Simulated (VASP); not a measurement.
# LaAu3 (P6_3/mmc) in VASP: single point with LDA

Aim: the single point of LaAu3 with LDA.

Everything below comes from runs of VASP 6.6.1. Logs are shortened: lines on timing, memory, paths and dates and some standing lists are left out, and cuts for length are marked.

**1. The cell of the first run**

It takes space group P6_3/mmc (No. 194, hexagonal). The conventional cell has a = 6.681 Å, b = 6.681 Å, c = 4.700 Å, α = 90.00°, β = 90.00°, γ = 120.00°. La (site symmetry -6m2) has 12 Au at 3.16 to 3.35 Å within 4.2 Å. Within 3.9 Å of Au (site symmetry mm2) lie 8 Au at 2.93 to 3.66 Å and 4 La at 3.16 to 3.35 Å.

**2. Single point, LDA**

POSCAR

```
LaAu3
1.0
    6.6808700000      0.0000000000      0.0000000000
   -3.3404350000      5.7858031394      0.0000000000
    0.0000000000      0.0000000000      4.6999900000
La Au
2 6
Direct
    0.6666666667      0.3333333333      0.2500000000
    0.3333333333      0.6666666667      0.7500000000
    0.1508590000      0.8491410000      0.2500000000
    0.1508590000      0.3017180000      0.2500000000
    0.3017180000      0.1508590000      0.7500000000
    0.6982820000      0.8491410000      0.2500000000
    0.8491410000      0.1508590000      0.7500000000
    0.8491410000      0.6982820000      0.7500000000
```

INCAR.step1

```
SYSTEM = LaAu3
  ALGO = Normal
  EDIFF = 1E-6
  ENCUT = 400
  GGA = CA
  GGA_COMPAT = .FALSE.
  ISIF = 2
  ISMEAR = -1
  LASPH = .TRUE.
  LCHARG = .TRUE.
  LMAXMIX = 6
  LORBIT = 11
  LREAL = .FALSE.
  LWAVE = .FALSE.
  NBANDS = 54
  NEDOS = 2001
  NELM = 200
  PREC = Accurate
  SIGMA = 0.1
```

KPOINTS.step1

```
k-points
0
G
  4 4 5
  0 0 0
```

INCAR.step2

```
SYSTEM = LaAu3
  ALGO = Normal
  EDIFF = 1E-6
  ENCUT = 400
  GGA = CA
  GGA_COMPAT = .FALSE.
  ICHARG = 11
  ISIF = 2
  ISMEAR = -5
  LASPH = .TRUE.
  LCHARG = .FALSE.
  LMAXMIX = 6
  LORBIT = 11
  LREAL = .FALSE.
  LWAVE = .FALSE.
  NEDOS = 2001
  NELM = 200
  PREC = Accurate
  SIGMA = 0.1
```

KPOINTS.step2

```
k-points
0
G
  6 6 8
  0 0 0
```

Potentials or basis: VASP PAW LDA potentials, release 64 (La, Au).

Run with:

```
cat potpaw_LDA.64/La/POTCAR potpaw_LDA.64/Au/POTCAR > POTCAR
cp INCAR.step1 INCAR
cp KPOINTS.step1 KPOINTS
mpirun -np 1 vasp_std > vasp.out
cp INCAR.step2 INCAR
cp KPOINTS.step2 KPOINTS
mpirun -np 1 vasp_std > vasp.out
```

OUTCAR:

```text
SYSTEM = LaAu3
   EDIFF = 1E-6
   ENCUT = 400
   GGA = CA
   ICHARG = 11
   ISIF = 2
   ISMEAR = -5
   LASPH = .TRUE.
   LORBIT = 11
   LREAL = .FALSE.
   NELM = 200
   PREC = Accurate

 ion  position               nearest neighbor table
   1  0.667  0.333  0.250-   7 3.16   7 3.16   5 3.16   5 3.16   8 3.16   8 3.16   4 3.35   6 3.35
                             3 3.35   3 3.35   4 3.35   6 3.35
   2  0.333  0.667  0.750-   3 3.16   3 3.16   6 3.16   6 3.16   4 3.16   4 3.16   8 3.35   5 3.35
                             7 3.35   7 3.35   8 3.35   5 3.35
   3  0.151  0.849  0.250-   8 2.93   8 2.93   5 2.93   5 2.93   6 3.02   4 3.02   2 3.16   2 3.16
                             1 3.35   1 3.35
   4  0.151  0.302  0.250-   7 2.93   7 2.93   5 2.93   5 2.93   6 3.02   3 3.02   2 3.16   2 3.16
                             1 3.35   1 3.35
   5  0.302  0.151  0.750-   4 2.93   4 2.93   3 2.93   3 2.93   7 3.02   8 3.02   1 3.16   1 3.16
                             2 3.35   2 3.35
   6  0.698  0.849  0.250-   8 2.93   8 2.93   7 2.93   7 2.93   3 3.02   4 3.02   2 3.16   2 3.16
                             1 3.35   1 3.35
   7  0.849  0.151  0.750-   4 2.93   4 2.93   6 2.93   6 2.93   5 3.02   8 3.02   1 3.16   1 3.16
                             2 3.35   2 3.35
   8  0.849  0.698  0.750-   3 2.93   3 2.93   6 2.93   6 2.93   5 3.02   7 3.02   1 3.16   1 3.16
                             2 3.35   2 3.35

  LATTYP: Found a hexagonal cell.
 ALAT       =     6.6808700000
 C/A-ratio  =     0.7034996939

  Lattice vectors:

 A1 = (   6.6808700000,   0.0000000000,   0.0000000000)
 A2 = (  -3.3404350000,   5.7858031394,   0.0000000000)
 A3 = (   0.0000000000,   0.0000000000,   4.6999900000)

Analysis of symmetry for initial positions (statically):
=====================================================================
 Subroutine PRICEL returns:
 Original cell was already a primitive cell.

 Routine SETGRP: Setting up the symmetry group for a
 hexagonal supercell.

 Subroutine GETGRP returns: Found 24 space group operations
 (whereof 12 operations were pure point group operations)
 out of a pool of 24 trial point group operations.

The static configuration has the point symmetry D_3d.
 The point group associated with its full space group is D_6h.

Analysis of symmetry for dynamics (positions and initial velocities):
=====================================================================
 Subroutine PRICEL returns:
 Original cell was already a primitive cell.

 Routine SETGRP: Setting up the symmetry group for a
 hexagonal supercell.

 Subroutine GETGRP returns: Found 24 space group operations
 (whereof 12 operations were pure point group operations)
[... 136 lines left out ...]
     AMIX     =   0.40;   BMIX     =  1.00
     AMIX_MAG =   1.60;   BMIX_MAG =  1.00
  volume/ion in A,a.u.               =      22.71       153.25
  Fermi-wavevector in a.u.,A,eV,Ry     =   1.285695  2.429611 22.490578  1.653011
  Thomas-Fermi vector in A             =   2.417814
   LORBIT       =     11    0 simple, 1 ext, 2 COOP (PROOUT), +10 PAW based schemes
   GGA     = CA    functional components
   LHFCALC =     F    Hartree Fock is set to
   AEXX    =    0.0000 exact exchange contribution
   IVDW    =     0    specifies the selected vdW correction
   LEPSILON=     F    determine dielectric tensor
   LRPA    =     F    only Hartree local field effects (RPA)
 non-spin polarized calculation
 Fermi weights with tetrahedron method with Bloechl corrections
  energy-cutoff  :      400.00
  volume of cell :      181.67
 maximum number of plane-waves:      3327
 NGX is ok and might be reduce to    48

 number of electron      88.0000005 magnetization

 Free energy of the ion-electron system (eV)
  ---------------------------------------------------
  ext. energy  EPLUGINS =         0.00000000
  ---------------------------------------------------
  free energy    TOTEN  =       -42.64091323 eV

  energy without entropy =      -42.64091323  energy(sigma->0) =      -42.64091323

 E-fermi :   7.9742     XC(G=0): -11.5065

 val. band max:        8.0203930876   @ k =   0.3333   0.0000   0.2500
 cond. band min:       7.8504320998   @ k =   0.0000   0.0000   0.2500
 fundamental gap:     -0.1699609877
 Fermi energy:         7.9742173448

 k-point     1 :       0.0000    0.0000    0.0000
  band No.  band energies     occupation
      1     -24.4474      2.00000
      2     -24.4263      2.00000
      3      -8.3277      2.00000
      4      -8.3277      2.00000
      5      -8.2247      2.00000
      6      -8.1927      2.00000
[... 1309 lines left out ...]
     51       9.9266      0.00000
     52      10.0089      0.00000

 [... further k-points ...]
[... 5 lines left out ...]
  --------------------------------------------------------------------------------------
  -------------------------------------------------------------------------------------
  Total       -6.5677714     -6.5677714     -7.3960275     -0.0000000      0.0000000     -0.0000000
  in kB      -57.9208601    -57.9208601    -65.2252107     -0.0000000      0.0000000     -0.0000000
  external PRESSURE =     -60.3556437 kB  Pullay stress =       0.0000000 kB

 VOLUME and BASIS-vectors are now :
 -----------------------------------------------------------------------------
  energy-cutoff  :      400.00
  volume of cell :      181.67
      direct lattice vectors                 reciprocal lattice vectors
     6.680870000  0.000000000  0.000000000     0.149681104  0.086418426  0.000000000
    -3.340435000  5.785803139  0.000000000     0.000000000  0.172836852  0.000000000
     0.000000000  0.000000000  4.699990000     0.000000000  0.000000000  0.212766410

 POSITION                                       TOTAL-FORCE (eV/Angst)
 -----------------------------------------------------------------------------------
      3.34044      1.92860      1.17500        -0.000000      0.000000      0.000000
     -0.00000      3.85720      3.52499        -0.000000      0.000000      0.000000
     -1.82863      4.91296      1.17500        -0.179535      0.103654      0.000000
     -0.00000      1.74568      1.17500        -0.000000     -0.207309      0.000000
      1.51180      0.87284      3.52499        -0.179535     -0.103654     -0.000000
      1.82863      4.91296      1.17500         0.179535      0.103654      0.000000
      5.16907      0.87284      3.52499         0.179535     -0.103654     -0.000000
      3.34044      4.04012      3.52499         0.000000      0.207309     -0.000000
 -----------------------------------------------------------------------------------
    total drift:                               -0.000001      0.000000     -0.000000

  FREE ENERGIE OF THE ION-ELECTRON SYSTEM (eV)
  ---------------------------------------------------
  free  energy   TOTEN  =       -42.6409132349 eV

  energy  without entropy=      -42.6409132349  energy(sigma->0) =      -42.64091323

 total charge

# of ion       s       p       d       f       tot
--------------------------------------------------
    1        2.040   5.641   0.622   0.153   8.455
    2        2.040   5.641   0.622   0.153   8.455
    3        0.715   0.255   8.692   0.000   9.662
    4        0.715   0.255   8.692   0.000   9.662
    5        0.715   0.255   8.692   0.000   9.662
    6        0.715   0.255   8.692   0.000   9.662
    7        0.715   0.255   8.692   0.000   9.662
    8        0.715   0.255   8.692   0.000   9.662
--------------------------------------------------
tot          8.371  12.813  53.396   0.306  74.885
```

Run time: 3.8 min. Hardware: 1 thread of Intel Xeon Platinum 8488C (Sapphire Rapids), shared host; peak memory 0.31 GiB.

What came out:

```
Valence electrons inside the program's atomic spheres : La 8.46; Au 9.66
```

Levels at points of the mesh, in eV from the Fermi level:
```csv
k point,band 42,band 43,band 44,band 45,band 46,band 47
"(0.00, 0.00, 0.00)",-1.11,-0.89,-0.42,-0.42,1.07,1.78
"(0.50, 0.00, 0.00)",-1.52,-0.01,0.05,0.76,1.14,1.30
"(0.00, 0.00, 0.50)",-0.60,-0.60,-0.60,0.78,0.78,0.78
"(0.50, 0.00, 0.50)",-1.91,-1.02,-1.02,0.13,0.13,1.37
```

Caveat: spin-orbit coupling is left out, which moves the levels of the heavy elements; tetrahedron occupations give inexact forces and stress in metals.
